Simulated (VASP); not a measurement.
# SiO2 (P6_322) in VASP: single point with PBEsol

Aim: the single point of SiO2 with PBEsol.

Program: VASP 6.6.1. These are calculated values, not measurements. Logs are shortened: lines on timing, memory, paths and dates and some standing lists are left out, and cuts for length are marked.

### Step 1. The cell of the first run

Symmetry: P6_322, No. 182, hexagonal system. Conventional cell: a = 5.062 Å, b = 5.062 Å, c = 8.595 Å, α = 90.00°, β = 90.00°, γ = 120.00°. Within 2.1 Å of Si (site symmetry 3) lie 4 O at 1.61 to 1.62 Å. O (site symmetry 2) has 2 Si at 1.62 Å within 2.2 Å. O (site symmetry 32) has 2 Si at 1.61 Å within 2.1 Å.

### Step 2. Single point, PBEsol

INCAR reads:

```
ALGO = Normal
EDIFF = 1E-6
ENCUT = 520
GGA = PS
ISIF = 2
ISMEAR = 0
LASPH = T
LCHARG = F
LREAL = F
LWAVE = F
NBANDS = 44
NELM = 60
PREC = Accurate
SIGMA = 0.02
```

KPOINTS reads:

```
k-points
0
Gamma
  6 6 4
```

POSCAR reads:

```
SiO2
1.0
    5.0616819161      0.0000000000      0.0000000000
   -2.5308409581      4.3835451253      0.0000000000
    0.0000000000      0.0000000000      8.5952852402
Si O
4 8
Direct
    0.6666666667      0.3333333333      0.9371566148
    0.6666666667      0.3333333333      0.5628433852
    0.3333333333      0.6666666667      0.0628433852
    0.3333333333      0.6666666667      0.4371566148
    0.0000000000      0.4138655705      0.0000000000
    0.4138655705      0.4138655705      0.5000000000
    0.5861344295      0.0000000000      0.5000000000
    0.5861344295      0.5861344295      0.0000000000
    0.0000000000      0.5861344295      0.5000000000
    0.6666666667      0.3333333333      0.7500000000
    0.3333333333      0.6666666667      0.2500000000
    0.4138655705      0.0000000000      0.0000000000
```

Potentials or basis: VASP PAW PBE potentials, release 64 (Si, O).

On the command line:

```
cat potpaw_PBE.64/Si/POTCAR potpaw_PBE.64/O/POTCAR > POTCAR
mpirun -np 1 vasp_std > vasp.out
```

OUTCAR:

```text
EDIFF = 1E-6
   ENCUT = 520
   GGA = PS
   ISIF = 2
   ISMEAR = 0
   LASPH = T
   LREAL = F
   NELM = 60
   PREC = Accurate

 ion  position               nearest neighbor table
   1  0.667  0.333  0.937-  10 1.61   5 1.62  12 1.62   8 1.62   3 3.12   3 3.12   3 3.12
   2  0.667  0.333  0.563-  10 1.61   7 1.62   9 1.62   6 1.62   4 3.12   4 3.12   4 3.12
   3  0.333  0.667  0.063-  11 1.61  12 1.62   5 1.62   8 1.62   1 3.12   1 3.12   1 3.12
   4  0.333  0.667  0.437-  11 1.61   9 1.62   7 1.62   6 1.62   2 3.12   2 3.12   2 3.12
   5  0.000  0.414  0.000-   1 1.62   3 1.62
   6  0.414  0.414  0.500-   2 1.62   4 1.62
   7  0.586  0.000  0.500-   2 1.62   4 1.62
   8  0.586  0.586  0.000-   3 1.62   1 1.62
   9  0.000  0.586  0.500-   4 1.62   2 1.62
  10  0.667  0.333  0.750-   1 1.61   2 1.61
  11  0.333  0.667  0.250-   3 1.61   4 1.61
  12  0.414  0.000  0.000-   3 1.62   1 1.62

  LATTYP: Found a hexagonal cell.
 ALAT       =     5.0616819161
 C/A-ratio  =     1.6981085305

  Lattice vectors:

 A1 = (   5.0616819161,   0.0000000000,   0.0000000000)
 A2 = (  -2.5308409581,   4.3835451253,   0.0000000000)
 A3 = (   0.0000000000,   0.0000000000,   8.5952852402)

Analysis of symmetry for initial positions (statically):
=====================================================================
 Subroutine PRICEL returns:
 Original cell was already a primitive cell.

 Routine SETGRP: Setting up the symmetry group for a
 hexagonal supercell.

 Subroutine GETGRP returns: Found 12 space group operations
 (whereof  6 operations were pure point group operations)
 out of a pool of 24 trial point group operations.

The static configuration has the point symmetry D_3 .
 The point group associated with its full space group is D_6 .

Analysis of symmetry for dynamics (positions and initial velocities):
=====================================================================
 Subroutine PRICEL returns:
 Original cell was already a primitive cell.

 Routine SETGRP: Setting up the symmetry group for a
 hexagonal supercell.

 Subroutine GETGRP returns: Found 12 space group operations
 (whereof  6 operations were pure point group operations)
 out of a pool of 24 trial point group operations.

The dynamic configuration has the point symmetry D_3 .
 The point group associated with its full space group is D_6 .

 Subroutine INISYM returns: Found 12 space group operations
 (whereof  6 operations are pure point group operations),
 and found     1 'primitive' translations

----------------------------------------------------------------------------------------

                                     Primitive cell

  volume of cell :     190.7131

  direct lattice vectors                    reciprocal lattice vectors
     5.061681916  0.000000000  0.000000000     0.197562790  0.114062930  0.000000000
    -2.530840958  4.383545125  0.000000000     0.000000000  0.228125860  0.000000000
     0.000000000  0.000000000  8.595285240     0.000000000  0.000000000  0.116342852

  length of vectors
     5.061681916  5.061681916  8.595285240     0.228125860  0.228125860  0.116342852

  position of ions in fractional coordinates (direct lattice)
     0.666666667  0.333333333  0.937156615
     0.666666667  0.333333333  0.562843385
     0.333333333  0.666666667  0.062843385
     0.333333333  0.666666667  0.437156615
     0.000000000  0.413865571  0.000000000
     0.413865571  0.413865571  0.500000000
     0.586134429  0.000000000  0.500000000
     0.586134429  0.586134429  0.000000000
     0.000000000  0.586134429  0.500000000
     0.666666667  0.333333333  0.750000000
     0.333333333  0.666666667  0.250000000
     0.413865571  0.000000000  0.000000000

  ion indices of the primitive-cell ions
   primitive index   ion index
                 1           1
                 2           2
                 3           3
                 4           4
                 5           5
                 6           6
                 7           7
                 8           8
                 9           9
                10          10
                11          11
                12          12

----------------------------------------------------------------------------------------

 KPOINTS: k-points

Automatic generation of k-mesh.
 Grid dimensions read from file:
 generate k-points for:    6    6    4

 Generating k-lattice:

  Cartesian coordinates                     Fractional coordinates (reciprocal lattice)
     0.032927132  0.019010488  0.000000000     0.166666667  0.000000000  0.000000000
     0.000000000  0.038020977  0.000000000     0.000000000  0.166666667  0.000000000
     0.000000000  0.000000000  0.029085713     0.000000000  0.000000000  0.250000000

  Length of vectors
     0.038020977  0.038020977  0.029085713

  Shift w.r.t. Gamma in fractional coordinates (k-lattice)
     0.000000000  0.000000000  0.000000000

 Subroutine IBZKPT returns following result:
 ===========================================

 Found     21 irreducible k-points:

 Following reciprocal coordinates:
            Coordinates               Weight
  0.000000  0.000000  0.000000      1.000000
  0.166667  0.000000  0.000000      6.000000
  0.333333  0.000000  0.000000      6.000000
  0.500000  0.000000  0.000000      3.000000
  0.166667  0.166667  0.000000      6.000000
  0.333333  0.166667  0.000000     12.000000
[... 13 lines left out ...]
  0.333333  0.166667  0.500000     12.000000
  0.333333  0.333333  0.500000      2.000000
   k-points           NKPTS =     21   k-points in BZ     NKDIM =     21   number of bands    NBANDS=     44
   number of dos      NEDOS =    301   number of ions     NIONS =     12
   total plane-waves  NPLWV = 102400
   dimension x,y,z NGX =    40 NGY =   40 NGZ =   64
   dimension x,y,z NGXF=    80 NGYF=   80 NGZF=  128
   ions per type =               4   8
   NGX,Y,Z   is equivalent  to a cutoff of  13.14, 13.14, 12.38 a.u.
   NGXF,Y,Z  is equivalent  to a cutoff of  26.28, 26.28, 24.76 a.u.
 SYSTEM =  unknown system
   PREC   = accura    normal or accurate (medium, high low for compatibility)
   ISTART =      0    job   : 0-new  1-cont  2-samecut
   ICHARG =      2    charge: 1-file 2-atom 10-const
   ISPIN  =      1    spin polarized calculation?
   LNONCOLLINEAR =      F non collinear calculations
   LSORBIT =      F    spin-orbit coupling
   LASPH  =      T    aspherical Exc in radial PAW
   ENCUT  =  520.0 eV  38.22 Ry    6.18 a.u.   9.41  9.41 15.98*2*pi/ulx,y,z
   NELM   =     60;   NELMIN=  2; NELMDL= -5     # of ELM steps
   EDIFF  = 0.1E-05   stopping-criterion for ELM
   LREAL  =      F    real-space projection
   EDIFFG = 0.1E-04   stopping-criterion for IOM
   NSW    =      0    number of steps for IOM
   IBRION =     -1    ionic relax: 0-MD 1-quasi-New 2-CG
   NFREE  =      0    steps in history (QN), initial steepest desc. (CG)
   ISIF   =      2    stress and relaxation
   ISYM   =      2    0-nonsym 1-usesym 2-fastsym
   POTIM  = 0.5000    time-step for ionic-motion
   TEBEG  =    0.0;   TEEND  =   0.0 temperature during run
   PSTRESS=    0.0 pullay stress
   NELECT =      64.0000    total number of electrons
   NUPDOWN=      -1.0000    fix difference up-down
   EMIN   =  10.00;   EMAX   =-10.00  energy-range for DOS
   EFERMI =   0.00;   METHOD = LEGACY
   ISMEAR =     0;   SIGMA  =   0.02  broadening in eV -4-tet -1-fermi 0-gaus
   EFERMI_NEDOS =   21; number of points for ismear=-14 and -15
   IALGO  =     38    algorithm
   IMIX   =      4    mixing-type and parameters
     AMIX     =   0.40;   BMIX     =  1.00
     AMIX_MAG =   1.60;   BMIX_MAG =  1.00
  volume/ion in A,a.u.               =      15.89       107.25
  Fermi-wavevector in a.u.,A,eV,Ry     =   1.137648  2.149843 17.609248  1.294243
  Thomas-Fermi vector in A             =   2.274353
   LORBIT       =      0    0 simple, 1 ext, 2 COOP (PROOUT), +10 PAW based schemes
   GGA     = PS    functional components
   LHFCALC =     F    Hartree Fock is set to
   AEXX    =    0.0000 exact exchange contribution
   IVDW    =     0    specifies the selected vdW correction
   LEPSILON=     F    determine dielectric tensor
   LRPA    =     F    only Hartree local field effects (RPA)
 non-spin polarized calculation
 Gauss-broadening in eV      SIGMA  =   0.02
  energy-cutoff  :      520.00
  volume of cell :      190.71
 maximum number of plane-waves:      5179
 NGX is ok and might be reduce to    40
   NGX = 19   NGY = 19   NGZ = 31

 number of electron      63.9999986 magnetization

 Free energy of the ion-electron system (eV)
  ---------------------------------------------------
  ext. energy  EPLUGINS =         0.00000000
  ---------------------------------------------------
  free energy    TOTEN  =       -98.67137674 eV

  energy without entropy =      -98.67137674  energy(sigma->0) =      -98.67137674

 E-fermi :  -0.4258     XC(G=0):  -7.9358

 val. band max:       -0.5899526276   @ k =   0.0000   0.0000   0.2500
 cond. band min:       4.9450470744   @ k =   0.0000   0.0000   0.0000
 fundamental gap:      5.5349997020
 Fermi energy:        -0.4258148843

 k-point     1 :       0.0000    0.0000    0.0000
  band No.  band energies     occupation
      1     -19.9374      2.00000
      2     -19.5379      2.00000
      3     -18.5253      2.00000
      4     -17.8765      2.00000
      5     -17.8682      2.00000
      6     -17.8682      2.00000
[... 36 lines left out ...]
     43      11.1583      0.00000
     44      11.1583      0.00000

 k-point     2 :       0.1667    0.0000    0.0000
  band No.  band energies     occupation
      1     -19.8638      2.00000
      2     -19.4568      2.00000
      3     -18.6163      2.00000
      4     -17.9860      2.00000
      5     -17.8823      2.00000
      6     -17.8781      2.00000
[... 885 lines left out ...]
 k-point    21 :       0.3333    0.3333    0.5000
  band No.  band energies     occupation
      1     -19.2732      2.00000
      2     -19.2732      2.00000
      3     -18.8007      2.00000
      4     -18.8007      2.00000
      5     -17.9063      2.00000
      6     -17.9063      2.00000
[... 36 lines left out ...]
     43      10.0847      0.00000
     44      10.0847      0.00000

------------------------ aborting loop because EDIFF is reached ----------------------------------------

  FORCE on cell =-STRESS in cart. coord.  units (eV):
  Direction    XX          YY          ZZ          XY          YZ          ZX
  --------------------------------------------------------------------------------------
  -------------------------------------------------------------------------------------
  Total        0.5343279      0.5343279      0.5092797     -0.0000000      0.0000000      0.0000000
  in kB        4.4888780      4.4888780      4.2784482     -0.0000000      0.0000000      0.0000000
  external PRESSURE =       4.4187347 kB  Pullay stress =       0.0000000 kB

 VOLUME and BASIS-vectors are now :
 -----------------------------------------------------------------------------
  energy-cutoff  :      520.00
  volume of cell :      190.71
      direct lattice vectors                 reciprocal lattice vectors
     5.061681916  0.000000000  0.000000000     0.197562790  0.114062930  0.000000000
    -2.530840958  4.383545125  0.000000000     0.000000000  0.228125860  0.000000000
     0.000000000  0.000000000  8.595285240     0.000000000  0.000000000  0.116342852

 POSITION                                       TOTAL-FORCE (eV/Angst)
 -----------------------------------------------------------------------------------
      2.53084      1.46118      8.05513         0.000000     -0.000000     -0.013534
      2.53084      1.46118      4.83780         0.000000     -0.000000      0.013534
     -0.00000      2.92236      0.54016        -0.000000     -0.000000      0.013534
     -0.00000      2.92236      3.75749        -0.000000     -0.000000     -0.013534
     -1.04743      1.81420      0.00000         0.009399     -0.016279     -0.000000
      1.04743      1.81420      4.29764        -0.009399     -0.016279     -0.000000
      2.96683      0.00000      4.29764         0.018797     -0.000000     -0.000000
      1.48341      2.56935      0.00000         0.009399      0.016279     -0.000000
     -1.48341      2.56935      4.29764        -0.009399      0.016279     -0.000000
      2.53084      1.46118      6.44646         0.000000     -0.000000     -0.000000
     -0.00000      2.92236      2.14882         0.000000     -0.000000     -0.000000
      2.09486      0.00000      0.00000        -0.018797     -0.000000     -0.000000
 -----------------------------------------------------------------------------------
    total drift:                               -0.000001      0.000000      0.000000

  FREE ENERGIE OF THE ION-ELECTRON SYSTEM (eV)
  ---------------------------------------------------
  free  energy   TOTEN  =       -98.6713767386 eV

  energy  without entropy=      -98.6713767386  energy(sigma->0) =      -98.67137674
```

Run time: 86 s. Hardware: 1 thread of Intel Xeon Platinum 8559C (Emerald Rapids), shared host; peak memory 0.36 GiB.

Results:

- Free energy: -98.6714 eV
- Pressure: 0.4 GPa
- Largest force: 0.019 eV/Å
- Band gap on the k mesh: 5.54 eV, indirect (least direct gap 5.59 eV)

Forces on the atoms (eV/Å):
```
Si   0.000  0.000 -0.014
Si   0.000  0.000  0.014
Si   0.000  0.000  0.014
Si   0.000  0.000 -0.014
O    0.009 -0.016  0.000
O   -0.009 -0.016  0.000
O    0.019  0.000  0.000
O    0.009  0.016  0.000
O   -0.009  0.016  0.000
O    0.000  0.000  0.000
O    0.000  0.000  0.000
O   -0.019  0.000  0.000
```

Caveat: the PAW data sets were made with another functional, which shifts forces and pressure a little.
